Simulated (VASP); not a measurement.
Crystal: Ga.

```xyz
1
Lattice="2.7165 0.0000 0.0000 0.0000 2.7165 0.0000 0.0000 0.0000 2.7165" Properties=species:S:1:pos:R:3 pbc="T T T"
Ga    0.0000    0.0000    0.0000
```

Base run:

```yaml
Program: VASP 6.6.1
Functional: PBEsol
Potentials_or_basis: VASP PAW PBE potentials, release 64 (Ga_d)
Cutoff: 520 eV
k_mesh: 10 × 10 × 10
Occupations: fermi-dirac, width 0.05 eV
Spin: no spin polarisation
```

Its results: pressure -3.0 GPa.

Question: After a change of settings the same cell gave: pressure 2.0 GPa. Which change was it?
A. functional from PBEsol to RPBE
B. functional from PBEsol to PBE; further incar settings from ALGO = Normal; EDIFF = 1e-06; NBANDS = 12 to ALGO = Normal; EDIFF = 1e-07; NBANDS = 12
C. functional from PBEsol to r2SCAN
D. functional from PBEsol to PBE; occupations from fermi-dirac, width 0.05 eV to gaussian, width 0.026 eV

Answer: A.

RPBE binds less tightly than PBEsol, so the same cell stands under more pressure.

Caveats: the PAW data sets were made with another functional, which shifts forces and pressure a little.
